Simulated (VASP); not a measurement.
Here is a VASP 6.6.1 calculation.

INCAR

```
PREC = Accurate ; ENCUT = 520
EDIFF = 1E-7 ; ISMEAR = 0
SIGMA = 0.1 ; LREAL = F
LASPH = T ; NELM = 80
ALGO = Fast ; ISIF = 2
LWAVE = F ; LCHARG = F
GGA = PE ; NBANDS = 42
```

The input KPOINTS:

```
Automatic mesh
0
Gamma
  6 6 6
```

Contents of POSCAR:

```
Cu
1.0
    4.2918799391      2.4779180382      1.1228651593
   -4.2918799391      2.4779180382      1.1228651593
    0.0000000000     -4.9558360763      1.1228651593
Cu
6
Direct
    0.5845000000      0.3510000000      0.2465000000
    0.2465000000      0.5845000000      0.3510000000
    0.3510000000      0.2465000000      0.5845000000
    0.4155000000      0.6490000000      0.7535000000
    0.7535000000      0.4155000000      0.6490000000
    0.6490000000      0.7535000000      0.4155000000
```

Potentials or basis: VASP PAW PBE potentials, release 64 (Cu).

Launch:

```console
$ cat potpaw_PBE.64/Cu/POTCAR > POTCAR
$ mpirun -np 1 vasp_std > vasp.out
```

(1) What does it give for the band gap on the k mesh?

(2) What does it give for the largest force?

Answers

(1) zero (band 33 reaches 8.49 eV, above the bottom of band 34 at 7.01 eV).

(2) 26.504 eV/Å.

Caveat: forces of over 1 eV/Å act on the atoms, so gaps and moduli don't describe the material at rest.
